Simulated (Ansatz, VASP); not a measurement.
**Two plane-wave programs on Pt**

File INCAR:

```
SYSTEM = Pt
ALGO = Fast
EDIFF = 1E-6
ENCUT = 520
GGA = PE
ISIF = 2
ISMEAR = 0
LASPH = .TRUE.
LCHARG = .TRUE.
LELF = .TRUE.
LREAL = .FALSE.
LVHAR = .TRUE.
LWAVE = .FALSE.
NBANDS = 17
NELM = 100
PREC = Accurate
SIGMA = 0.15
```

KPOINTS

```
k-points
0
G
  18 18 12
  0 0 0
```

The input POSCAR:

```
Pt
1.0
    0.0000000000     -1.9579000000     -1.9579000000
    0.0000000000      1.9579000000     -1.9579000000
    3.9158000000      0.0000000000      0.0000000000
Pt
2
Direct
    0.4616936514      0.4616936514      0.5000000000
    0.0383063486      0.0383063486      0.0000000000
```

Input for Ansatz:

```yaml
crystal:
  lattice:
    - [0.0, -1.9579, -1.9579]
    - [0.0, 1.9579, -1.9579]
    - [3.9158, 0.0, 0.0]
  atoms:
    - { symbol: Pt, position: [0.4616936514, 0.4616936514, 0.5] }
    - { symbol: Pt, position: [0.0383063486, 0.0383063486, 0.0] }
basis:
  ecutwfc: 420
kpoints:
  mp_grid: { grid: [18, 18, 12] }
hamiltonian:
  xc: pbe
scf:
  occupations: { method: gaussian, width: 0.15 }
output:
  forces: true
  stress: true
  eigenvalues: true
```

Change from the starting cell: mode 4 (134.1 1/cm) frozen in, largest displacement -0.150 Å.

Alike in both runs: task single point; functional PBE; k mesh 18 × 18 × 12; occupations gaussian, width 0.15 eV; no spin polarisation.

|  | VASP | Ansatz |
| --- | --- | --- |
| version | VASP 6.6.1 | Ansatz 0.2.0 |
| potentials or method | VASP PAW PBE potentials, release 64 (Pt), cutoff 520 eV | scalar-relativistic, plane waves, PAW |
| valence electrons in the cell | 20 | 36 |

Ansatz gave:

```
gap on the k mesh at the Fermi level (eV)                     : none
pressure (GPa)                                                : 18.0
traceless stress, the component that is largest in VASP (GPa) : -6.94
rms of the force components (eV/Å)                            : 1.113
```

Question: Which values does VASP return?

Answer: gap on the k mesh at the Fermi level (eV): none; pressure (GPa): 17.5; traceless stress, the component that is largest in VASP (GPa): -6.85; rms of the force components (eV/Å): 1.101.

Atom by atom the forces differ by 0.011 eV/Å (rms over components). A gap of «none» marks a metal or a gap that the smearing closes. The functional is the same, so the differences come from potentials, cutoffs and numerics. VASP's potentials hold 20 valence electrons a cell and Ansatz's 36, so a difference there can come from the potentials and not from the codes.

Neither program's run includes spin-orbit coupling.
